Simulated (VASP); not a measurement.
Wanted: the native input for a VASP 6.6.1 run.

| Quantity | Value |
| --- | --- |
| Task | single point |
| Functional | PBE |
| Potentials or basis | VASP PAW PBE potentials, release 64 (Ti_sv, C) |
| Cutoff | 520 eV |
| k mesh | 14 × 14 × 14 |
| Occupations | gaussian, width 0.1 eV |
| Spin | no spin polarisation |
| Dipole correction | no |
| Further INCAR settings | ALGO = Normal; EDIFF = 1e-06; NBANDS = 15 |

The structure of TiC lies in POSCAR:

```
TiC
1.0
    0.0000000000      2.1640000000      2.1640000000
    2.1640000000      0.0000000000      2.1640000000
    2.1640000000      2.1640000000      0.0000000000
Ti C
1 1
Direct
    0.0000000000      0.0000000000      0.0000000000
    0.5510975046      0.5102841959      0.4794061922
```

This cell differs from its parent crystal: one atom moved.

The input as run:

INCAR

```
SYSTEM = TiC
ALGO = Normal ; EDIFF = 1E-6
ENCUT = 520 ; GGA = PE
ISIF = 2 ; ISMEAR = 0
LASPH = .TRUE. ; LCHARG = .FALSE.
LREAL = .FALSE. ; LWAVE = .FALSE.
NBANDS = 15 ; NELM = 80
PREC = Accurate ; SIGMA = 0.1
```

KPOINTS

```
k-points
0
G
  14 14 14
  0 0 0
```

Potentials or basis: VASP PAW PBE potentials, release 64 (Ti_sv, C).

Command:

```sh
$ cat potpaw_PBE.64/Ti_sv/POTCAR potpaw_PBE.64/C/POTCAR > POTCAR
$ mpirun -np 1 vasp_std > vasp.out
```

It gave:

```
Pressure               : 3.7 GPa
Largest force          : 1.317 eV/Å
Band gap on the k mesh : zero (bands 8 and 9 overlap by 0.77 eV)
```

Caveat: the cell differs from its parent crystal (one atom moved); the cell stands under pressure; forces of over 1 eV/Å act on the atoms, so gaps and moduli don't describe the material at rest.

Wall time 2.2 min on 1 thread of Intel(R) Xeon(R) 6975P-C (Granite Rapids), on a shared host, peak memory 0.51 GiB.
